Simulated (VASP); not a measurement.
# TiAl (Cm) in VASP: single point with LDA

Aim: the single point of TiAl with LDA.

All numbers are computed with VASP 6.6.1; they aren't measurements. Logs are shortened: lines on timing, memory, paths and dates and some standing lists are left out, and cuts for length are marked.

## 1. The cell of the first run

Symmetry: Cm, No. 8, monoclinic system. Conventional cell: a = 5.624 Å, b = 9.180 Å, c = 2.812 Å, α = 90.00°, β = 120.00°, γ = 90.00°. Within 3.5 Å of Ti (site symmetry 1) lie 6 Al at 2.68 to 2.94 Å and 6 Ti at 2.81 Å. Within 3.5 Å of Al (site symmetry m) lie 6 Al at 2.62 to 3.01 Å and 6 Ti at 2.72 to 2.94 Å. Al (site symmetry m) has 6 Al at 2.62 to 3.01 Å and 6 Ti at 2.68 to 2.91 Å within 3.5 Å.

## 2. Single point, LDA (atoms displaced along several vibrational modes)

Input file INCAR:

```
PREC     = Accurate       # precision mode
ENCUT    = 520            # plane-wave cutoff, eV
EDIFF    = 1E-6           # SCF threshold, eV
ISMEAR   = 0              # smearing method
SIGMA    = 0.15           # smearing width, eV
LREAL    = False          # projectors in reciprocal space
LASPH    = True           # aspherical terms in the spheres
NELM     = 100            # most SCF steps
ALGO     = Fast           # electronic algorithm
ISIF     = 2              # what is computed and relaxed
LWAVE    = False          # write WAVECAR
LCHARG   = False          # write CHGCAR
NBANDS   = 23             # bands
```

Input file KPOINTS:

```
regular mesh
0
Gamma
  16 16 16
```

Input file POSCAR:

```
TiAl
1.0
   -2.8120068102      0.0000000000      0.0000000000
    0.0000000000      4.8705386665      0.0000000000
    1.4060034051     -2.4352693333     -4.5900455634
Ti Al
2 2
Direct
    0.4869939662      0.5040325328      0.0080650657
   -0.0210710995     -0.0040325328     -0.0080650657
    0.7802275228      0.0601326141      0.5000000000
    0.2802275228      0.6065340525      0.5000000000
```

Potentials or basis: VASP PAW LDA potentials, release 64 (Ti_sv, Al).

Command:

```sh
cat potpaw_LDA.64/Ti_sv/POTCAR potpaw_LDA.64/Al/POTCAR > POTCAR
mpirun -np 1 vasp_std > vasp.out
```

OUTCAR:

```text
PREC = Accurate
   ENCUT = 520
   EDIFF = 1E-6
   ISMEAR = 0
   LREAL = False
   LASPH = True
   NELM = 100
   ISIF = 2

 ion  position               nearest neighbor table
   1  0.487  0.504  0.008-   4 2.68   3 2.72   2 2.81   2 2.81   2 2.81   2 2.81   3 2.81   4 2.82
                             4 2.91   3 2.94
   2  0.979  0.996  0.992-   4 2.68   3 2.72   1 2.81   1 2.81   1 2.81   1 2.81   3 2.81   4 2.82
                             4 2.91   3 2.94
   3  0.780  0.060  0.500-   4 2.62   4 2.62   2 2.72   1 2.72   1 2.81   2 2.81   1 2.94   2 2.94
                             4 3.01   4 3.01
   4  0.280  0.607  0.500-   3 2.62   3 2.62   1 2.68   2 2.68   1 2.82   2 2.82   2 2.91   1 2.91
                             3 3.01   3 3.01

  LATTYP: Found a body centered orthorhombic cell.
 ALAT       =     2.8120068102
 B/A-ratio  =     1.7320508076
 C/A-ratio  =     3.2646048699

  Lattice vectors:

 A1 = (  -1.4060034051,   2.4352693333,   4.5900455634)
 A2 = (   1.4060034051,  -2.4352693332,   4.5900455634)
 A3 = (   1.4060034051,   2.4352693332,  -4.5900455634)

Analysis of symmetry for initial positions (statically):
=====================================================================
 Subroutine PRICEL returns:
 Original cell was already a primitive cell.

 Routine SETGRP: Setting up the symmetry group for a
 body centered orthorhombic supercell.

 Subroutine GETGRP returns: Found  2 space group operations
 (whereof  1 operations were pure point group operations)
 out of a pool of  8 trial point group operations.

The static configuration has the point symmetry C_1 .
 The point group associated with its full space group is C_1h.

Analysis of symmetry for dynamics (positions and initial velocities):
=====================================================================
 Subroutine PRICEL returns:
 Original cell was already a primitive cell.

 Routine SETGRP: Setting up the symmetry group for a
 body centered orthorhombic supercell.

 Subroutine GETGRP returns: Found  2 space group operations
 (whereof  1 operations were pure point group operations)
 out of a pool of  8 trial point group operations.

The dynamic configuration has the point symmetry C_1 .
 The point group associated with its full space group is C_1h.

 Subroutine INISYM returns: Found  2 space group operations
 (whereof  1 operations are pure point group operations),
 and found     1 'primitive' translations

----------------------------------------------------------------------------------------

                                     Primitive cell

  volume of cell :      62.8652

  direct lattice vectors                    reciprocal lattice vectors
    -2.812006810  0.000000000  0.000000000    -0.355617915  0.000000000 -0.108931381
     0.000000000  4.870538666  0.000000000     0.000000000  0.205316099 -0.108931381
     1.406003405 -2.435269333 -4.590045563     0.000000000  0.000000000 -0.217862761

  length of vectors
     2.812006810  4.870538666  5.382926767     0.371927610  0.232423635  0.217862761

  position of ions in fractional coordinates (direct lattice)
     0.486993966  0.504032533  0.008065066
     0.978928901  0.995967467  0.991934934
     0.780227523  0.060132614  0.500000000
     0.280227523  0.606534053  0.500000000

  ion indices of the primitive-cell ions
   primitive index   ion index
                 1           1
                 2           2
                 3           3
                 4           4

----------------------------------------------------------------------------------------

 KPOINTS: regular mesh

Automatic generation of k-mesh.
 Grid dimensions read from file:
 generate k-points for:   16   16   16

 Generating k-lattice:

  Cartesian coordinates                     Fractional coordinates (reciprocal lattice)
    -0.022226120  0.000000000 -0.006808211     0.062500000  0.000000000  0.000000000
     0.000000000  0.012832256 -0.006808211     0.000000000  0.062500000  0.000000000
     0.000000000  0.000000000 -0.013616423     0.000000000  0.000000000  0.062500000

  Length of vectors
     0.023245476  0.014526477  0.013616423

  Shift w.r.t. Gamma in fractional coordinates (k-lattice)
     0.000000000  0.000000000  0.000000000

 Subroutine IBZKPT returns following result:
 ===========================================

 Found   1098 irreducible k-points:

 Following reciprocal coordinates:
            Coordinates               Weight
  0.000000  0.000000  0.000000      1.000000
  0.062500  0.000000  0.000000      4.000000
  0.125000  0.000000  0.000000      4.000000
  0.187500  0.000000  0.000000      4.000000
  0.250000  0.000000  0.000000      4.000000
  0.312500  0.000000 -0.000000      4.000000
[... 16 lines left out ...]
  0.437500  0.062500  0.000000      4.000000
  0.437500 -0.062500 -0.437500      4.000000
 [... further k-points ...]
   k-points           NKPTS =   1098   k-points in BZ     NKDIM =   1098   number of bands    NBANDS=     23
   number of dos      NEDOS =    301   number of ions     NIONS =      4
   total plane-waves  NPLWV =  34560
   dimension x,y,z NGX =    24 NGY =   36 NGZ =   40
   dimension x,y,z NGXF=    48 NGYF=   72 NGZF=   80
   ions per type =               2   2
   NGX,Y,Z   is equivalent  to a cutoff of  14.19, 12.29, 12.35 a.u.
   NGXF,Y,Z  is equivalent  to a cutoff of  28.38, 24.58, 24.71 a.u.
 SYSTEM =  unknown system
   PREC   = accura    normal or accurate (medium, high low for compatibility)
   ISTART =      0    job   : 0-new  1-cont  2-samecut
   ICHARG =      2    charge: 1-file 2-atom 10-const
   ISPIN  =      1    spin polarized calculation?
   LNONCOLLINEAR =      F non collinear calculations
   LSORBIT =      F    spin-orbit coupling
   LASPH  =      T    aspherical Exc in radial PAW
   ENCUT  =  520.0 eV  38.22 Ry    6.18 a.u.   5.23  9.06 10.01*2*pi/ulx,y,z
   NELM   =    100;   NELMIN=  2; NELMDL= -5     # of ELM steps
   EDIFF  = 0.1E-05   stopping-criterion for ELM
   LREAL  =      F    real-space projection
   EDIFFG = 0.1E-04   stopping-criterion for IOM
   NSW    =      0    number of steps for IOM
   IBRION =     -1    ionic relax: 0-MD 1-quasi-New 2-CG
   NFREE  =      0    steps in history (QN), initial steepest desc. (CG)
   ISIF   =      2    stress and relaxation
   ISYM   =      2    0-nonsym 1-usesym 2-fastsym
   POTIM  = 0.5000    time-step for ionic-motion
   TEBEG  =    0.0;   TEEND  =   0.0 temperature during run
   PSTRESS=    0.0 pullay stress
   NELECT =      30.0000    total number of electrons
   NUPDOWN=      -1.0000    fix difference up-down
   EMIN   =  10.00;   EMAX   =-10.00  energy-range for DOS
   EFERMI =   0.00;   METHOD = LEGACY
   ISMEAR =     0;   SIGMA  =   0.15  broadening in eV -4-tet -1-fermi 0-gaus
   EFERMI_NEDOS =   21; number of points for ismear=-14 and -15
   IALGO  =     68    algorithm
   IMIX   =      4    mixing-type and parameters
     AMIX     =   0.40;   BMIX     =  1.00
     AMIX_MAG =   1.60;   BMIX_MAG =  1.00
  volume/ion in A,a.u.               =      15.72       106.06
  Fermi-wavevector in a.u.,A,eV,Ry     =   1.279318  2.417560 22.268032  1.636654
  Thomas-Fermi vector in A             =   2.411810
   LORBIT       =      0    0 simple, 1 ext, 2 COOP (PROOUT), +10 PAW based schemes
   GGA     = CA    functional components
   LHFCALC =     F    Hartree Fock is set to
   AEXX    =    0.0000 exact exchange contribution
   IVDW    =     0    specifies the selected vdW correction
   LEPSILON=     F    determine dielectric tensor
   LRPA    =     F    only Hartree local field effects (RPA)
 non-spin polarized calculation
 RMM-DIIS sequential band-by-band and
 Gauss-broadening in eV      SIGMA  =   0.15
  energy-cutoff  :      520.00
  volume of cell :       62.87
 maximum number of plane-waves:      1713
 NGX is ok and might be reduce to    24
   NGX = 11   NGY = 19   NGZ = 19

 number of electron      29.9999997 magnetization

 Free energy of the ion-electron system (eV)
  ---------------------------------------------------
  ext. energy  EPLUGINS =         0.00000000
  ---------------------------------------------------
  free energy    TOTEN  =       -26.33103034 eV

  energy without entropy =      -26.27862816  energy(sigma->0) =      -26.30482925

 E-fermi :   8.2714     XC(G=0): -11.3931

 val. band max:        8.2713040887   @ k =   0.3750   0.0625   0.0000
 cond. band min:       8.2716593816   @ k =   0.3750   0.0000   0.1250
 fundamental gap:      0.0003552929
 Fermi energy:         8.2714227162

 k-point     1 :       0.0000    0.0000    0.0000
  band No.  band energies     occupation
      1     -47.4519      2.00000
      2     -47.3257      2.00000
      3     -24.3814      2.00000
      4     -24.1793      2.00000
      5     -24.0635      2.00000
      6     -23.8309      2.00000
[... 15 lines left out ...]
     22      11.3028      0.00000
     23      12.4105      0.00000

 k-point     2 :       0.0625    0.0000    0.0000
  band No.  band energies     occupation
      1     -47.4483      2.00000
      2     -47.3245      2.00000
      3     -24.3727      2.00000
      4     -24.1759      2.00000
      5     -24.0623      2.00000
      6     -23.8487      2.00000
[... 15 lines left out ...]
     22      11.3524      0.00000
     23      12.4538      0.00000

 k-point     3 :       0.1250    0.0000    0.0000
  band No.  band energies     occupation
      1     -47.4380      2.00000
      2     -47.3212      2.00000
      3     -24.3471      2.00000
      4     -24.1662      2.00000
      5     -24.0590      2.00000
      6     -23.8991      2.00000
[... 15 lines left out ...]
     22      11.4245      0.00000
     23      12.6086      0.00000

 k-point     4 :       0.1875    0.0000    0.0000
  band No.  band energies     occupation
      1     -47.4220      2.00000
      2     -47.3167      2.00000
      3     -24.3063      2.00000
      4     -24.1513      2.00000
      5     -24.0545      2.00000
      6     -23.9732      2.00000
[... 15 lines left out ...]
     22      11.4342      0.00000
     23      12.9010      0.00000

 k-point     5 :       0.2500    0.0000    0.0000
  band No.  band energies     occupation
      1     -47.4021      2.00000
      2     -47.3124      2.00000
      3     -24.2526      2.00000
      4     -24.1330      2.00000
      5     -24.0583      2.00000
      6     -24.0503      2.00000
[... 15 lines left out ...]
     22      11.3728      0.00000
     23      12.8271      0.00000

 k-point     6 :       0.3125    0.0000   -0.0000
  band No.  band energies     occupation
      1     -47.3805      2.00000
      2     -47.3098      2.00000
      3     -24.1894      2.00000
      4     -24.1424      2.00000
      5     -24.1104      2.00000
      6     -24.0566      2.00000
[... 15 lines left out ...]
     22      11.2544      0.00000
     23      12.3842      0.00000

 k-point     7 :       0.3750    0.0000    0.0000
  band No.  band energies     occupation
      1     -47.3592      2.00000
      2     -47.3105      2.00000
      3     -24.2075      2.00000
      4     -24.1469      2.00000
      5     -24.1199      2.00000
      6     -24.0905      2.00000
[... 353 lines left out ...]
     22      11.1690      0.00000
     23      12.2383      0.00000

 k-point    21 :       0.3750    0.0625    0.0000
  band No.  band energies     occupation
      1     -47.3587      2.00000
      2     -47.3109      2.00000
      3     -24.2256      2.00000
      4     -24.1525      2.00000
      5     -24.1022      2.00000
      6     -24.0864      2.00000
[... 15 lines left out ...]
     22      11.4713      0.00000
     23      12.1770      0.00000

 k-point    22 :       0.3750   -0.0625   -0.3750
  band No.  band energies     occupation
      1     -47.3587      2.00000
      2     -47.3109      2.00000
      3     -24.2214      2.00000
      4     -24.1544      2.00000
      5     -24.1049      2.00000
      6     -24.0885      2.00000
[... 15 lines left out ...]
     22      11.4734      0.00000
     23      12.1513      0.00000

 k-point    23 :       0.4375    0.0625    0.0000
  band No.  band energies     occupation
      1     -47.3401      2.00000
      2     -47.3158      2.00000
      3     -24.2558      2.00000
      4     -24.2202      2.00000
      5     -24.0760      2.00000
      6     -24.0519      2.00000
[... 15 lines left out ...]
     22      11.5335      0.00000
     23      12.3190      0.00000

 k-point    24 :       0.4375   -0.0625   -0.4375
  band No.  band energies     occupation
      1     -47.3401      2.00000
      2     -47.3157      2.00000
      3     -24.2532      2.00000
      4     -24.2220      2.00000
      5     -24.0761      2.00000
      6     -24.0518      2.00000
[... 15 lines left out ...]
     22      11.5266      0.00000
     23      12.3142      0.00000

 [... further k-points ...]

------------------------ aborting loop because EDIFF is reached ----------------------------------------

  FORCE on cell =-STRESS in cart. coord.  units (eV):
  Direction    XX          YY          ZZ          XY          YZ          ZX
  --------------------------------------------------------------------------------------
  -------------------------------------------------------------------------------------
  Total        0.3253733      0.7863035      0.5421225     -0.8715926      0.0000000      0.0000000
  in kB        8.2924365     20.0396646     13.8164870    -22.2133335      0.0000000      0.0000000
  external PRESSURE =      14.0495294 kB  Pullay stress =       0.0000000 kB

 VOLUME and BASIS-vectors are now :
 -----------------------------------------------------------------------------
  energy-cutoff  :      520.00
  volume of cell :       62.87
      direct lattice vectors                 reciprocal lattice vectors
    -2.812006810  0.000000000  0.000000000    -0.355617915  0.000000000 -0.108931381
     0.000000000  4.870538666  0.000000000     0.000000000  0.205316099 -0.108931381
     1.406003405 -2.435269333 -4.590045563     0.000000000  0.000000000 -0.217862761

 POSITION                                       TOTAL-FORCE (eV/Angst)
 -----------------------------------------------------------------------------------
     -1.35809      2.43527     -0.03702        -0.286195      0.009923      0.690322
     -1.35809      2.43527     -4.55303        -0.286195      0.009923     -0.690322
     -1.49100     -0.92476     -2.29502         0.202769      1.199961      0.000000
     -0.08500      1.73651     -2.29502         0.369621     -1.219808      0.000000
 -----------------------------------------------------------------------------------
    total drift:                               -0.000071      0.000105      0.000007

  FREE ENERGIE OF THE ION-ELECTRON SYSTEM (eV)
  ---------------------------------------------------
  free  energy   TOTEN  =       -26.3310303398 eV

  energy  without entropy=      -26.2786281592  energy(sigma->0) =      -26.30482925
```

Wall time 1.8 h (1 thread of Oxide Virtual Turin-like, shared host); peak memory 1.2 GiB.

Results:

```
Free energy            : -26.3310 eV
Pressure               : 1.4 GPa
Largest force          : 1.275 eV/Å
Band gap on the k mesh : zero (bands 15 and 16 overlap by 1.05 eV)
```

Forces on the atoms (eV/Å):
```
Ti  -0.286  0.010  0.690
Ti  -0.286  0.010 -0.690
Al   0.203  1.200  0.000
Al   0.370 -1.220  0.000
```

Levels at points of the mesh, in eV from the Fermi level:
| k point | band 11 | band 12 | band 13 | band 14 | band 15 | band 16 | band 17 | band 18 | band 19 | band 20 |
| --- | --- | --- | --- | --- | --- | --- | --- | --- | --- | --- |
| (0.00, 0.00, 0.00) | -2.67 | -2.14 | -2.06 | -1.74 | 0.69 | 0.93 | 1.29 | 1.30 | 1.93 | 2.84 |
| (0.50, 0.00, 0.00) | -1.45 | -1.33 | -0.90 | -0.77 | -0.31 | 0.08 | 0.33 | 0.56 | 2.32 | 2.67 |
| (0.00, 0.50, 0.00) | -3.03 | -2.68 | -0.59 | -0.36 | 0.31 | 0.47 | 1.80 | 2.09 | 2.40 | 2.42 |
| (0.50, 0.50, 0.00) | -2.84 | -2.44 | -1.89 | -1.64 | -1.03 | 0.61 | 0.90 | 1.95 | 2.12 | 3.13 |
| (0.50, 0.50, 0.50) | -2.75 | -2.32 | -2.02 | -1.78 | -1.06 | 0.70 | 0.98 | 1.92 | 2.16 | 2.97 |
| (0.00, 0.00, 0.50) | -3.80 | -2.82 | -1.70 | -1.13 | -0.54 | 1.29 | 1.32 | 2.15 | 2.76 | 2.80 |

Caveat: the cell differs from its parent crystal (atoms displaced along several vibrational modes); forces of over 1 eV/Å act on the atoms, so gaps and moduli don't describe the material at rest.
